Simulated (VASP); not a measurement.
A run of VASP 6.6.1 is set up as follows.

POSCAR

```
Ga2O3
1.0
    2.4922597440      1.4389068341      4.5702569001
   -2.4922597440      1.4389068341      4.5702569001
    0.0000000000     -2.8778136682      4.5702569001
Ga O
4 6
Direct
    0.8547071175      0.8547071175      0.8547071175
    0.3547071175      0.3547071175      0.3547071175
    0.1452928825      0.1452928825      0.1452928825
    0.6452928825      0.6452928825      0.6452928825
    0.4460658864      0.0539341136      0.7500000000
    0.0539341136      0.7500000000      0.4460658864
    0.5539341136      0.9460658864      0.2500000000
    0.2500000000      0.5539341136      0.9460658864
    0.9460658864      0.2500000000      0.5539341136
    0.7500000000      0.4460658864      0.0539341136
```

File INCAR.step1:

```
PREC     = Accurate       # precision mode
ENCUT    = 520            # plane-wave cutoff, eV
ISMEAR   = 0              # smearing method
SIGMA    = 0.01           # smearing width, eV
LREAL    = F              # projectors in reciprocal space
LASPH    = T              # aspherical terms in the spheres
NELM     = 60             # most SCF steps
NBANDS   = 55             # bands
GGA      = PE             # functional
ALGO     = Normal         # electronic algorithm
EDIFF    = 1E-4           # SCF threshold, eV
LWAVE    = T              # write WAVECAR
LCHARG   = F              # write CHGCAR
```

Contents of INCAR.step2:

```
PREC     = Accurate       # precision mode
ENCUT    = 520            # plane-wave cutoff, eV
EDIFF    = 1E-7           # SCF threshold, eV
ISMEAR   = 0              # smearing method
SIGMA    = 0.01           # smearing width, eV
LREAL    = F              # projectors in reciprocal space
LASPH    = T              # aspherical terms in the spheres
NELM     = 60             # most SCF steps
ALGO     = Normal         # electronic algorithm
ISIF     = 2              # what is computed and relaxed
LWAVE    = F              # write WAVECAR
LCHARG   = F              # write CHGCAR
METAGGA  = R2SCAN         # meta-GGA
LMIXTAU  = T            
NBANDS   = 55             # bands
ISTART   = 1
```

File KPOINTS:

```
regular mesh
0
Gamma
  6 6 6
```

Potentials or basis: VASP PAW PBE potentials, release 64 (Ga_d, O).

Command:

```bash
$ cat potpaw_PBE.64/Ga_d/POTCAR potpaw_PBE.64/O/POTCAR > POTCAR
$ cp INCAR.step1 INCAR
$ mpirun -np 1 vasp_std > vasp.out
$ cp INCAR.step2 INCAR
$ mpirun -np 1 vasp_std > vasp.out
```

Task: Predict the largest force.

Result: 0.050 eV/Å.

Task: What does it give for the band gap on the k mesh?

Result: 3.33 eV (least direct gap 3.56 eV).

Task: Predict the pressure.

Result: -2.4 GPa.

Stress tensor (GPa, compression positive):
```
-0.57  0.00  0.00
 0.00 -0.57  0.00
 0.00  0.00 -5.92
```

Caveat: the cell differs from its parent crystal (uniaxial z strain +2.0%); the stress differs along the axes, from -6 to -1 GPa; the PAW data sets were made with another functional, which shifts forces and pressure a little. A k mesh can miss the band edges.
